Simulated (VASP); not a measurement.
# GaN (Immm) in VASP: further runs, part 2 of 2

VASP 6.6.1. Earlier steps stand in the parts before.

### Step 3. Single point, r2SCAN (shear xy strain -2.0%)

POSCAR

```
GaN
1.0
   -0.0212960052      2.1085153689      2.1085153689
    2.1085153689     -0.0212960052      2.1085153689
    2.0872193637      2.0872193637      0.0000000000
Ga N
1 1
Direct
    0.5000000000      0.5000000000      0.5000000000
    0.0000000000      0.0000000000      0.0000000000
```

INCAR.step1

```
ALGO = Normal ; EDIFF = 1E-4
ENCUT = 520 ; GGA = PE
ISMEAR = 0 ; LASPH = T
LCHARG = F ; LREAL = F
LWAVE = T ; NBANDS = 16
NELM = 100 ; PREC = Accurate
SIGMA = 0.01
```

INCAR.step2

```
ALGO = Normal ; EDIFF = 1E-6
ENCUT = 520 ; ISIF = 2
ISMEAR = 0 ; ISTART = 1
LASPH = T ; LCHARG = F
LMIXTAU = T ; LREAL = F
LWAVE = F ; METAGGA = R2SCAN
NBANDS = 16 ; NELM = 100
PREC = Accurate ; SIGMA = 0.01
```

KPOINTS

```
k-points
0
Gamma
  10 10 10
```

Potentials or basis: VASP PAW PBE potentials, release 64 (Ga_d, N).

Command:

```console
$ cat potpaw_PBE.64/Ga_d/POTCAR potpaw_PBE.64/N/POTCAR > POTCAR
$ cp INCAR.step1 INCAR
$ mpirun -np 1 vasp_std > vasp.out
$ cp INCAR.step2 INCAR
$ mpirun -np 1 vasp_std > vasp.out
```

OUTCAR:

```text
EDIFF = 1E-6
   ENCUT = 520
   ISIF = 2
   ISMEAR = 0
   ISTART = 1
   LASPH = T
   LREAL = F
   METAGGA = R2SCAN
   NELM = 100
   PREC = Accurate

 ion  position               nearest neighbor table
   1  0.500  0.500  0.500-   2 2.11   2 2.11   2 2.11   2 2.11   2 2.11   2 2.11
   2  0.000  0.000  0.000-   1 2.11   1 2.11   1 2.11   1 2.11   1 2.11   1 2.11

  LATTYP: Found a body centered orthorhombic cell.
 ALAT       =     2.9517739318
 B/A-ratio  =     1.0204061016
 C/A-ratio  =     1.4286428552

  Lattice vectors:

 A1 = (   0.0212960052,  -2.1085153689,  -2.1085153689)
 A2 = (  -0.0212960052,   2.1085153689,  -2.1085153689)
 A3 = (   2.1085153689,  -0.0212960052,   2.1085153689)

Analysis of symmetry for initial positions (statically):
=====================================================================
 Subroutine PRICEL returns:
 Original cell was already a primitive cell.

 Routine SETGRP: Setting up the symmetry group for a
 body centered orthorhombic supercell.

 Subroutine GETGRP returns: Found  8 space group operations
 (whereof  8 operations were pure point group operations)
 out of a pool of  8 trial point group operations.

The static configuration has the point symmetry D_2h.

Analysis of symmetry for dynamics (positions and initial velocities):
=====================================================================
 Subroutine PRICEL returns:
 Original cell was already a primitive cell.

 Routine SETGRP: Setting up the symmetry group for a
 body centered orthorhombic supercell.

 Subroutine GETGRP returns: Found  8 space group operations
 (whereof  8 operations were pure point group operations)
 out of a pool of  8 trial point group operations.

The dynamic configuration has the point symmetry D_2h.

 Subroutine INISYM returns: Found  8 space group operations
 (whereof  8 operations are pure point group operations),
 and found     1 'primitive' translations

----------------------------------------------------------------------------------------

                                     Primitive cell

  volume of cell :      18.7463

  direct lattice vectors                    reciprocal lattice vectors
    -0.021296005  2.108515369  2.108515369    -0.234762574  0.234762574  0.237133676
     2.108515369 -0.021296005  2.108515369     0.234762574 -0.234762574  0.237133676
     2.087219364  2.087219364  0.000000000     0.239553163  0.239553163 -0.237133676

  length of vectors
     2.981967076  2.981967076  2.951773932     0.407994255  0.407994255  0.413526076

  position of ions in fractional coordinates (direct lattice)
     0.500000000  0.500000000  0.500000000
     0.000000000  0.000000000  0.000000000

  ion indices of the primitive-cell ions
   primitive index   ion index
                 1           1
                 2           2

----------------------------------------------------------------------------------------

 KPOINTS: k-points

Automatic generation of k-mesh.
 Grid dimensions read from file:
 generate k-points for:   10   10   10

 Generating k-lattice:

  Cartesian coordinates                     Fractional coordinates (reciprocal lattice)
    -0.023476257  0.023476257  0.023713368     0.100000000  0.000000000  0.000000000
     0.023476257 -0.023476257  0.023713368     0.000000000  0.100000000  0.000000000
     0.023955316  0.023955316 -0.023713368    -0.000000000 -0.000000000  0.100000000

  Length of vectors
     0.040799426  0.040799426  0.041352608

  Shift w.r.t. Gamma in fractional coordinates (k-lattice)
     0.000000000  0.000000000  0.000000000

 Subroutine IBZKPT returns following result:
 ===========================================

 Found    171 irreducible k-points:

 Following reciprocal coordinates:
            Coordinates               Weight
  0.000000  0.000000  0.000000      1.000000
  0.100000  0.000000  0.000000      4.000000
  0.200000  0.000000  0.000000      4.000000
  0.300000  0.000000  0.000000      4.000000
  0.400000  0.000000  0.000000      4.000000
  0.500000  0.000000  0.000000      2.000000
[... 16 lines left out ...]
  0.300000  0.300000  0.000000      2.000000
  0.400000  0.300000  0.000000      4.000000
 [... further k-points ...]
   k-points           NKPTS =    171   k-points in BZ     NKDIM =    171   number of bands    NBANDS=     16
   number of dos      NEDOS =    301   number of ions     NIONS =      2
   total plane-waves  NPLWV =  13824
   dimension x,y,z NGX =    24 NGY =   24 NGZ =   24
   dimension x,y,z NGXF=    48 NGYF=   48 NGZF=   48
   ions per type =               1   1
   NGX,Y,Z   is equivalent  to a cutoff of  13.38, 13.38, 13.52 a.u.
   NGXF,Y,Z  is equivalent  to a cutoff of  26.76, 26.76, 27.03 a.u.
 SYSTEM =  unknown system
   PREC   = accura    normal or accurate (medium, high low for compatibility)
   ISTART =      1    job   : 0-new  1-cont  2-samecut
   ICHARG =      0    charge: 1-file 2-atom 10-const
   ISPIN  =      1    spin polarized calculation?
   LNONCOLLINEAR =      F non collinear calculations
   LSORBIT =      F    spin-orbit coupling
   LASPH  =      T    aspherical Exc in radial PAW
   ENCUT  =  520.0 eV  38.22 Ry    6.18 a.u.   5.54  5.54  5.49*2*pi/ulx,y,z
   NELM   =    100;   NELMIN=  2; NELMDL=  0     # of ELM steps
   EDIFF  = 0.1E-05   stopping-criterion for ELM
   LREAL  =      F    real-space projection
   EDIFFG = 0.1E-04   stopping-criterion for IOM
   NSW    =      0    number of steps for IOM
   IBRION =     -1    ionic relax: 0-MD 1-quasi-New 2-CG
   NFREE  =      0    steps in history (QN), initial steepest desc. (CG)
   ISIF   =      2    stress and relaxation
   ISYM   =      2    0-nonsym 1-usesym 2-fastsym
   POTIM  = 0.5000    time-step for ionic-motion
   TEBEG  =    0.0;   TEEND  =   0.0 temperature during run
   PSTRESS=    0.0 pullay stress
   NELECT =      18.0000    total number of electrons
   NUPDOWN=      -1.0000    fix difference up-down
   EMIN   =  10.00;   EMAX   =-10.00  energy-range for DOS
   EFERMI =   0.00;   METHOD = LEGACY
   ISMEAR =     0;   SIGMA  =   0.01  broadening in eV -4-tet -1-fermi 0-gaus
   EFERMI_NEDOS =   21; number of points for ismear=-14 and -15
   IALGO  =     38    algorithm
   IMIX   =      4    mixing-type and parameters
     AMIX     =   0.40;   BMIX     =  1.00
     AMIX_MAG =   1.60;   BMIX_MAG =  1.00
  volume/ion in A,a.u.               =       9.37        63.25
  Fermi-wavevector in a.u.,A,eV,Ry     =   1.615079  3.052056 35.490510  2.608479
  Thomas-Fermi vector in A             =   2.709884
   LORBIT       =      0    0 simple, 1 ext, 2 COOP (PROOUT), +10 PAW based schemes
   METAGGA = R2SCAN    functional components
   LHFCALC =     F    Hartree Fock is set to
   AEXX    =    0.0000 exact exchange contribution
   IVDW    =     0    specifies the selected vdW correction
   LEPSILON=     F    determine dielectric tensor
   LRPA    =     F    only Hartree local field effects (RPA)
 non-spin polarized calculation
 Gauss-broadening in eV      SIGMA  =   0.01
  energy-cutoff  :      520.00
  volume of cell :       18.75
 maximum number of plane-waves:       531
 NGX is ok and might be reduce to    24
   NGX = 11   NGY = 11   NGZ = 11

 number of electron      18.0000006 magnetization

 Free energy of the ion-electron system (eV)
  ---------------------------------------------------
  ext. energy  EPLUGINS =         0.00000000
  ---------------------------------------------------
  free energy    TOTEN  =       -20.97048499 eV

  energy without entropy =      -20.97048499  energy(sigma->0) =      -20.97048499

 E-fermi :   7.8541     XC(G=0): -14.2200

 val. band max:        7.8053720408   @ k =  -0.2000   0.2000   0.0000
 cond. band min:       8.8800914906   @ k =   0.5000   0.5000   0.0000
 fundamental gap:      1.0747194498
 Fermi energy:         7.8540851054

 k-point     1 :       0.0000    0.0000    0.0000
  band No.  band energies     occupation
      1     -10.3882      2.00000
      2      -6.6428      2.00000
      3      -6.6412      2.00000
      4      -6.6343      2.00000
      5      -6.5679      2.00000
      6      -6.5642      2.00000
[... 8 lines left out ...]
     15      24.7167      0.00000
     16      24.8351      0.00000
[... 419 lines left out ...]
 k-point    24 :       0.4000    0.3000    0.0000
  band No.  band energies     occupation
      1      -8.6567      2.00000
      2      -6.7691      2.00000
      3      -6.5247      2.00000
      4      -6.4538      2.00000
      5      -6.4127      2.00000
      6      -5.5046      2.00000
[... 8 lines left out ...]
     15      33.6884      0.00000
     16      35.1512      0.00000

 [... further k-points ...]

------------------------ aborting loop because EDIFF is reached ----------------------------------------

  FORCE on cell =-STRESS in cart. coord.  units (eV):
  Direction    XX          YY          ZZ          XY          YZ          ZX
  --------------------------------------------------------------------------------------
  -------------------------------------------------------------------------------------
  Total        0.1629079      0.1629079      0.1455419      0.5537830      0.0000000      0.0000000
  in kB       13.9231231     13.9231231     12.4389200     47.3297513      0.0000000      0.0000000
  external PRESSURE =      13.4283887 kB  Pullay stress =       0.0000000 kB

 VOLUME and BASIS-vectors are now :
 -----------------------------------------------------------------------------
  energy-cutoff  :      520.00
  volume of cell :       18.75
      direct lattice vectors                 reciprocal lattice vectors
    -0.021296005  2.108515369  2.108515369    -0.234762574  0.234762574  0.237133676
     2.108515369 -0.021296005  2.108515369     0.234762574 -0.234762574  0.237133676
     2.087219364  2.087219364  0.000000000     0.239553163  0.239553163 -0.237133676

 POSITION                                       TOTAL-FORCE (eV/Angst)
 -----------------------------------------------------------------------------------
      2.08722      2.08722      2.10852        -0.000000      0.000000      0.000000
      0.00000      0.00000      0.00000         0.000000      0.000000     -0.000000
 -----------------------------------------------------------------------------------
    total drift:                                0.000000     -0.000000      0.000000

  FREE ENERGIE OF THE ION-ELECTRON SYSTEM (eV)
  ---------------------------------------------------
  free  energy   TOTEN  =       -20.9704849900 eV

  energy  without entropy=      -20.9704849900  energy(sigma->0) =      -20.97048499
```

Run time: 2.6 min. Hardware: 1 thread of Intel Xeon 8259CL, shared host; peak memory 0.18 GiB.

What came out:

| Property | Result |
| --- | --- |
| Free energy | -20.9705 eV |
| Pressure | 1.3 GPa |
| Band gap on the k mesh | 1.07 eV (least direct gap 3.27 eV) |

Levels at points of the mesh, in eV from the valence-band top:
```tsv
k point	band 6	band 7	band 8	band 9	band 10	band 11	band 12	band 13
(0.00, 0.00, 0.00)	-14.37	-0.72	-0.59	-0.46	2.81	15.13	15.45	15.75
(0.50, 0.00, 0.00)	-14.22	-8.53	-0.23	-0.15	5.46	9.88	10.02	10.34
(0.50, 0.50, 0.00)	-11.60	-7.34	-3.40	-3.00	1.07	8.47	13.07	15.63
(0.00, 0.00, 0.50)	-14.22	-8.36	-0.32	-0.25	5.20	9.58	9.73	10.37
(0.50, 0.00, 0.50)	-11.59	-7.34	-3.20	-3.20	1.09	8.45	13.04	15.70
```

Caveat: the cell differs from its parent crystal (shear xy strain -2.0%); the PAW data sets were made with another functional, which shifts forces and pressure a little. A k mesh can miss the band edges.
